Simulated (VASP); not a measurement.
Runs of VASP 6.6.1 on Pb. The structure is that of space group I4/mmm (No. 139), or close to it. The cells are those of the table. 

| cell | gap on the mesh (eV) | pressure (GPa) |
| --- | --- | --- |
| a = 3.356, b = 3.356, c = 3.213 Å, angles 61.4, 61.4, 57.2°, 1 atom | none | (a) |
| a = 3.284, b = 3.284, c = 3.353 Å, angles 59.3, 59.3, 61.4°, 1 atom | none | 9.3 |
| a = 3.635, b = 3.635, c = 3.772 Å, angles 58.7, 58.7, 62.5°, 1 atom | none | -6.2 |
| a = 3.429, b = 3.429, c = 3.213 Å, angles 62.1, 62.1, 55.9°, 1 atom | none | 6.3 |
| a = 3.563, b = 3.563, c = 3.633 Å, angles 59.4, 59.4, 61.3°, 1 atom | none | (b) |

Alike in all rows: task single point; level LDA; potentials or basis VASP PAW LDA potentials, release 64 (Pb_d); no spin polarisation; k mesh 16 × 16 × 16; cutoff (eV) 520; smearing gaussian 0.15 eV.

**Question.** Fill in the values left out.

**Answer.** (a) 9.6; (b) -4.6.

Caveats: spin-orbit coupling is left out, which moves the levels of the heavy elements.

A k mesh can miss the band edges, and the runs leave out spin-orbit coupling on Pb.

A gap of «none» marks levels without a gap at the run's occupations.
